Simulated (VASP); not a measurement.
**SiC: relaxation of cell and atoms with r2SCAN**

SiC:

```xyz
2
Lattice="0.0000 2.1800 2.1800 2.1800 0.0000 2.1800 2.1800 2.1800 0.0000" Properties=species:S:1:pos:R:3 pbc="T T T"
Si    0.0000    0.0000    0.0000
C     1.0900    1.0900    1.0900
```

```yaml
Program: VASP 6.6.1
Task: relaxation of cell and atoms
Functional: r2SCAN
Potentials_or_basis: VASP PAW PBE potentials, release 64 (Si, C)
Cutoff: 660 eV
k_mesh: 10 × 10 × 10
Occupations: gaussian, width 0.01 eV
Spin: no spin polarisation
Dipole_correction: no
Further_INCAR_settings: ALGO = Normal; EDIFF = 1e-07; IBRION = 2; EDIFFG = -0.002; NSW = 80; ISIF = 3
```

The relaxed volume is 10.32 Å³/atom, the relaxed cell is a = 3.079 Å, b = 3.079 Å, c = 3.079 Å, α = 60.00°, β = 60.00°, γ = 60.00° and the space group after relaxing (to 0.1 Å) is F-43m (No. 216). The energy gained by relaxing is 0.1 meV/atom. The ionic steps are 3, the pressure after relaxing is 0.0 GPa and the band gap on the k mesh is 1.73 eV (least direct gap 5.06 eV).

Step by step:
```csv
step,energy change (eV),largest force (eV/Å),pressure (GPa),volume (Å³)
1,0.0000,0.0000,-0.97,20.72
2,0.0001,0.0000,1.10,20.53
3,-0.0003,0.0000,0.00,20.63
```

Final structure:
```
Si C
1.0
     0.00000    2.17687    2.17687
     2.17687    0.00000    2.17687
     2.17687    2.17687    0.00000
Si C
1 1
Cartesian
  0.0000 0.0000 0.0000
  1.0884 1.0884 1.0884
```

Levels at points of the mesh, in eV from the valence-band top:
```csv
k point,band 1,band 2,band 3,band 4,band 5,band 6,band 7,band 8
"(0.00, 0.00, 0.00)",-16.20,0.00,0.00,0.00,6.87,7.87,7.87,7.87
"(0.50, 0.00, 0.00)",-12.57,-8.83,-1.11,-1.11,6.02,7.77,7.77,10.97
"(0.50, 0.50, 0.00)",-11.10,-8.06,-3.34,-3.34,1.73,4.84,15.17,15.17
```

Run time: 3.8 min on 1 thread of Intel Xeon 8259CL (shared host), peak memory 0.16 GiB.

Caveat: the PAW data sets were made with another functional, which shifts forces and pressure a little. A k mesh can miss the band edges.
